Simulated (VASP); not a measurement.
# MgO (Fm-3m) in VASP: notebook, part 2 of 2

VASP 6.6.1. Earlier steps stand in the parts before.

## (3) Single point, PBEsol (9.92 Å³/atom)

This run uses another cell than the first one, of 9.92 Å³/atom.

Contents of INCAR:

```
PREC = Accurate
ENCUT = 600
EDIFF = 1E-6
ISMEAR = 0
SIGMA = 0.02
LREAL = F
LASPH = T
NELM = 120
ALGO = Normal
ISIF = 2
LWAVE = F
LCHARG = F
GGA = PS
NBANDS = 11
GGA_COMPAT = F
```

Contents of KPOINTS:

```
regular mesh
0
Gamma
  10 10 10
```

Contents of POSCAR:

```
MgO
1.0
    0.0000000000      2.1484562273      2.1484562273
    2.1484562273      0.0000000000      2.1484562273
    2.1484562273      2.1484562273      0.0000000000
Mg O
1 1
Direct
    0.0000000000      0.0000000000      0.0000000000
    0.5000000000      0.5000000000      0.5000000000
```

Potentials or basis: VASP PAW PBE potentials, release 64 (Mg, O).

Launch:

```console
> cat potpaw_PBE.64/Mg/POTCAR potpaw_PBE.64/O/POTCAR > POTCAR
> mpirun -np 1 vasp_std > vasp.out
```

OUTCAR:

```text
PREC = Accurate
   ENCUT = 600
   EDIFF = 1E-6
   ISMEAR = 0
   LREAL = F
   LASPH = T
   NELM = 120
   ISIF = 2
   GGA = PS

 ion  position               nearest neighbor table
   1  0.000  0.000  0.000-   2 2.15   2 2.15   2 2.15   2 2.15   2 2.15   2 2.15
   2  0.500  0.500  0.500-   1 2.15   1 2.15   1 2.15   1 2.15   1 2.15   1 2.15

  LATTYP: Found a face centered cubic cell.
 ALAT       =     4.2969124546

  Lattice vectors:

 A1 = (   0.0000000000,   2.1484562273,   2.1484562273)
 A2 = (   2.1484562273,   0.0000000000,   2.1484562273)
 A3 = (   2.1484562273,   2.1484562273,   0.0000000000)

Analysis of symmetry for initial positions (statically):
=====================================================================
 Subroutine PRICEL returns:
 Original cell was already a primitive cell.

 Routine SETGRP: Setting up the symmetry group for a
 face centered cubic supercell.

 Subroutine GETGRP returns: Found 48 space group operations
 (whereof 48 operations were pure point group operations)
 out of a pool of 48 trial point group operations.

The static configuration has the point symmetry O_h .

Analysis of symmetry for dynamics (positions and initial velocities):
[... 165 lines left out ...]

 k-point     1 :       0.0000    0.0000    0.0000
  band No.  band energies     occupation
      1     -14.2751      2.00000
      2       2.6311      2.00000
      3       2.6311      2.00000
      4       2.6311      2.00000
      5       6.7107      0.00000
      6      17.9321      0.00000
      7      17.9321      0.00000
      8      17.9321      0.00000
      9      21.6198      0.00000
     10      23.4353      0.00000
     11      23.4353      0.00000
[... 309 lines left out ...]
 k-point    24 :       0.4000    0.3000    0.0000
  band No.  band energies     occupation
      1     -13.1437      2.00000
      2      -0.8032      2.00000
      3       1.3934      2.00000
      4       1.6022      2.00000
      5      11.5283      0.00000
      6      12.4491      0.00000
      7      15.4925      0.00000
      8      19.9080      0.00000
      9      20.1031      0.00000
     10      26.6706      0.00000
     11      28.3499      0.00000

 [... further k-points ...]
[... 5 lines left out ...]
  --------------------------------------------------------------------------------------
  -------------------------------------------------------------------------------------
  Total       -1.1039053     -1.1039053     -1.1039053      0.0000000      0.0000000      0.0000000
  in kB      -89.1729008    -89.1729008    -89.1729008      0.0000000      0.0000000      0.0000000
  external PRESSURE =     -89.1729008 kB  Pullay stress =       0.0000000 kB

 VOLUME and BASIS-vectors are now :
 -----------------------------------------------------------------------------
  energy-cutoff  :      600.00
  volume of cell :       19.83
      direct lattice vectors                 reciprocal lattice vectors
     0.000000000  2.148456227  2.148456227    -0.232725244  0.232725244  0.232725244
     2.148456227  0.000000000  2.148456227     0.232725244 -0.232725244  0.232725244
     2.148456227  2.148456227  0.000000000     0.232725244  0.232725244 -0.232725244

 POSITION                                       TOTAL-FORCE (eV/Angst)
 -----------------------------------------------------------------------------------
      0.00000      0.00000      0.00000         0.000000     -0.000000     -0.000000
      2.14846      2.14846      2.14846        -0.000000      0.000000      0.000000
 -----------------------------------------------------------------------------------
    total drift:                               -0.000000     -0.000000      0.000000

  FREE ENERGIE OF THE ION-ELECTRON SYSTEM (eV)
  ---------------------------------------------------
  free  energy   TOTEN  =       -12.4826357301 eV

  energy  without entropy=      -12.4826357301  energy(sigma->0) =      -12.48263573
```

stdout:

```text
POSCAR found type information on POSCAR MgO
 POSCAR found :  2 types and       2 ions
 scaLAPACK will be used
 -----------------------------------------------------------------------------
|                                                                             |
|                                                                             |
|     You enforced a specific xc type in the INCAR file but a different       |
|     I HOPE YOU KNOW WHAT YOU ARE DOING!                                     |
|                                                                             |
 -----------------------------------------------------------------------------

 LDA part: xc-table for (Slater+PW92), standard interpolation
 POSCAR, INCAR and KPOINTS ok, starting setup
 FFT: planning ... GRIDC
 FFT: planning ... GRID_SOFT
 FFT: planning ... GRID
 WAVECAR not read
 entering main loop
```

Run time: 7.3 s. Hardware: 1 thread of AMD EPYC 7R13 (Zen 3), shared host; peak memory 0.11 GiB.

Results:

```yaml
Free_energy: -12.4826 eV
Pressure: -8.9 GPa
Band_gap_on_the_k_mesh: 4.08 eV
```

Caveat: the cell stands under tension; the PAW data sets were made with another functional, which shifts forces and pressure a little.

## (4) Single point, PBEsol (10.20 Å³/atom)

This run uses another cell than the first one, of 10.20 Å³/atom.

Contents of INCAR:

```
ALGO     = Normal         # electronic algorithm
EDIFF    = 1E-6           # SCF threshold, eV
ENCUT    = 600            # plane-wave cutoff, eV
GGA      = PS             # functional
GGA_COMPAT= False        
ISIF     = 2              # what is computed and relaxed
ISMEAR   = 0              # smearing method
LASPH    = True           # aspherical terms in the spheres
LCHARG   = False          # write CHGCAR
LREAL    = False          # projectors in reciprocal space
LWAVE    = False          # write WAVECAR
NBANDS   = 11             # bands
NELM     = 120            # most SCF steps
PREC     = Accurate       # precision mode
SIGMA    = 0.02           # smearing width, eV
```

Contents of KPOINTS:

```
k-points
0
Gamma
  10 10 10
```

Contents of POSCAR:

```
MgO
1.0
    0.0000000000      2.1685364213      2.1685364213
    2.1685364213      0.0000000000      2.1685364213
    2.1685364213      2.1685364213      0.0000000000
Mg O
1 1
Direct
    0.0000000000      0.0000000000      0.0000000000
    0.5000000000      0.5000000000      0.5000000000
```

Launch:

```console
> cat potpaw_PBE.64/Mg/POTCAR potpaw_PBE.64/O/POTCAR > POTCAR
> mpirun -np 1 vasp_std > vasp.out
```

It took 11 s on 1 thread of AMD EPYC 7R13 (Zen 3), shared host; peak memory 0.13 GiB.

The run converged. Its results:

```yaml
Free_energy: -12.4468 eV
Pressure: -12.1 GPa
Band_gap_on_the_k_mesh: 3.84 eV
```

Levels at points of the mesh, in eV from the valence-band top:
| k point | band 2 | band 3 | band 4 | band 5 | band 6 | band 7 |
| --- | --- | --- | --- | --- | --- | --- |
| (0.00, 0.00, 0.00) | 0.00 | 0.00 | 0.00 | 3.84 | 15.15 | 15.15 |
| (0.50, 0.00, 0.00) | -4.31 | -0.57 | -0.57 | 7.21 | 11.54 | 15.30 |
| (0.50, 0.50, 0.00) | -3.79 | -1.25 | -1.25 | 8.82 | 8.97 | 12.08 |

Caveat: the cell stands under tension; the PAW data sets were made with another functional, which shifts forces and pressure a little.

## (5) Overview

| cell | gap on the mesh (eV) | pressure (GPa) |
| --- | --- | --- |
| a = 3.009 Å, angles 60.0°, 2 atoms | 4.34 | -5.2 |
| a = 3.038 Å, angles 60.0°, 2 atoms | 4.08 | -8.9 |
| a = 3.067 Å, angles 60.0°, 2 atoms | 3.84 | -12.1 |

Alike in all rows: task single point; level PBEsol; potentials or basis VASP PAW PBE potentials, release 64 (Mg, O); no spin polarisation; k mesh 10 × 10 × 10; cutoff (eV) 600; smearing gaussian 0.02 eV.

Caveats: the cell stands under tension; the PAW data sets were made with another functional, which shifts forces and pressure a little.

Total energies depend on the potentials used, so only differences within one code and one set of settings carry meaning.
